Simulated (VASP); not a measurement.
Here is a VASP 6.6.1 calculation.

File INCAR:

```
  PREC = Accurate
  ENCUT = 500
  EDIFF = 1E-8
  ISMEAR = -1
  SIGMA = 0.05
  LREAL = F
  LASPH = T
  NELM = 120
  ALGO = Normal
  ISIF = 3
  LWAVE = F
  LCHARG = F
  GGA = PS
  NBANDS = 21
  IBRION = 6
  NFREE = 2
  POTIM = 0.015
  NSW = 1
  GGA_COMPAT = F
```

KPOINTS

```
regular mesh
0
Gamma
  8 8 8
```

Contents of POSCAR:

```
Ge
1.0
   -2.4958980000      2.6508630000      1.4369470000
    2.4958980000     -2.6508630000      1.4369470000
    2.4958980000      2.6508630000     -1.4369470000
Ge
2
Direct
    0.3140570000      0.0640570000      0.2500000000
    0.6859430000      0.9359430000      0.7500000000
```

Potentials or basis: VASP PAW PBE potentials, release 64 (Ge_d).

Run with:

```sh
$ cat potpaw_PBE.64/Ge_d/POTCAR > POTCAR
$ mpirun -np 1 vasp_std > vasp.out
```

Problem. Estimate the Voigt bulk modulus.

Solution. 71 GPa.

Problem. Predict the highest phonon frequency at Γ.

Solution. 151 cm⁻¹.

Phonon frequencies in cm⁻¹ (negative: imaginary):
```
              q point       frequencies
(0.000, 0.000, 0.000)  0 0 0 55 119 151
```

Caveat: the cell is under stress, which shifts elastic constants; the PAW data sets were made with another functional, which shifts forces and pressure a little.
